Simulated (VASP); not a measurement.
Input of a VASP 6.6.1 run:

File POSCAR:

```
In
1.0
    3.0416507987      0.0000000000      0.0000000000
    0.0000000000      3.0416507987      0.0000000000
    0.0000000000      0.0000000000      3.0416507987
In
1
Direct
    0.0000000000      0.0000000000      0.0000000000
```

File INCAR.step1:

```
PREC = Accurate ; ENCUT = 520
ISMEAR = 0 ; SIGMA = 0.1
LREAL = False ; LASPH = True
NELM = 100 ; NBANDS = 12
GGA = PE ; ALGO = Normal
EDIFF = 1E-4 ; LWAVE = True
LCHARG = False
```

Contents of INCAR.step2:

```
PREC = Accurate ; ENCUT = 520
EDIFF = 1E-6 ; ISMEAR = 0
SIGMA = 0.1 ; LREAL = False
LASPH = True ; NELM = 100
ALGO = Normal ; ISIF = 2
LWAVE = False ; LCHARG = False
METAGGA = R2SCAN ; LMIXTAU = True
NBANDS = 12 ; ISTART = 1
```

File KPOINTS:

```
regular mesh
0
Gamma
  18 18 18
```

Potentials or basis: VASP PAW PBE potentials, release 64 (In_d).

Command:

```sh
$ cat potpaw_PBE.64/In_d/POTCAR > POTCAR
$ cp INCAR.step1 INCAR
$ mpirun -np 1 vasp_std > vasp.out
$ cp INCAR.step2 INCAR
$ mpirun -np 1 vasp_std > vasp.out
```

Problem. What does it give for the pressure?

Solution. 0.0 GPa.

Problem. What does it give for the band gap on the k mesh?

Solution. Zero (an odd number of electrons rules out a gap without spin polarisation).

Caveat: the PAW data sets were made with another functional, which shifts forces and pressure a little; spin-orbit coupling is left out, which moves the levels of the heavy elements.
